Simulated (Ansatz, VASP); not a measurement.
## BeTe in VASP and in Ansatz

```
CELL_PARAMETERS angstrom
0.00000 2.72627 2.72627
2.72627 0.00000 2.72627
2.72627 2.72627 0.00000
ATOMIC_POSITIONS crystal
Be 0.00000 0.00000 0.00000
Te 0.50000 0.50000 0.50000
```

Change from the starting cell: species swapped into the PbSe type (Fm-3m, No. 225).

Alike in both runs: task relaxation of cell and atoms; functional PBE; k mesh 18 × 18 × 18; occupations gaussian, width 0.1 eV; no spin polarisation.

|  | VASP | Ansatz |
| --- | --- | --- |
| version | VASP 6.6.1 | Ansatz 0.2.0 |
| potentials or method | VASP PAW PBE potentials, release 64 (Be, Te), cutoff 600 eV | scalar-relativistic, plane waves, PAW |
| valence electrons in the cell | 8 | 18 |

Ansatz gave:

```
gap on the k mesh at the Fermi level, each at its own relaxed structure (eV) : none
relaxed volume (Å³/atom)                                                     : 19.25
relaxed cell length with the largest relative difference (Å)                 : 3.790
```

Q: Which values does VASP return?

A: gap on the k mesh at the Fermi level, each at its own relaxed structure (eV): none; relaxed volume (Å³/atom): 19.27; relaxed cell length with the largest relative difference (Å): 3.792.

A gap of «none» marks a metal or a gap that the smearing closes. VASP's potentials hold 8 valence electrons a cell and Ansatz's 18, so a difference there can come from the potentials and not from the codes.

Spin-orbit coupling is off throughout.
